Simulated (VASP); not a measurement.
A run of VASP 6.6.1:

INCAR

```
PREC = Accurate
ENCUT = 520
EDIFF = 1E-8
ISMEAR = 0
SIGMA = 0.01
LREAL = F
LASPH = T
NELM = 60
ALGO = Normal
ISIF = 2
LWAVE = F
LCHARG = F
GGA = PS
LEPSILON = T
```

Contents of KPOINTS:

```
Automatic mesh
0
Gamma
  6 6 6
```

The input POSCAR:

```
PbSe
1.0
    4.3284130000      0.0000000000      0.0000000000
    2.1642065000      3.7485156161      0.0000000000
    2.1642065000      1.2495052054      3.5341344153
Pb Se
1 1
Direct
    0.0000000000      0.0000000000      0.0000000000
    0.5000000000      0.5000000000      0.5000000000
```

Potentials or basis: VASP PAW PBE potentials, release 64 (Pb_d, Se).

The run is started by

```sh
$ cat potpaw_PBE.64/Pb_d/POTCAR potpaw_PBE.64/Se/POTCAR > POTCAR
$ mpirun -np 1 vasp_std > vasp.out
```

Hardware: 1 thread of AMD EPYC 7R13 (shared host).

Question: Estimate the wall time of this run.

Answer: Run time: 8.6 min on 1 thread of AMD EPYC 7R13 (shared host), peak memory 0.26 GiB. Counts: scf iterations 170, k points 16.
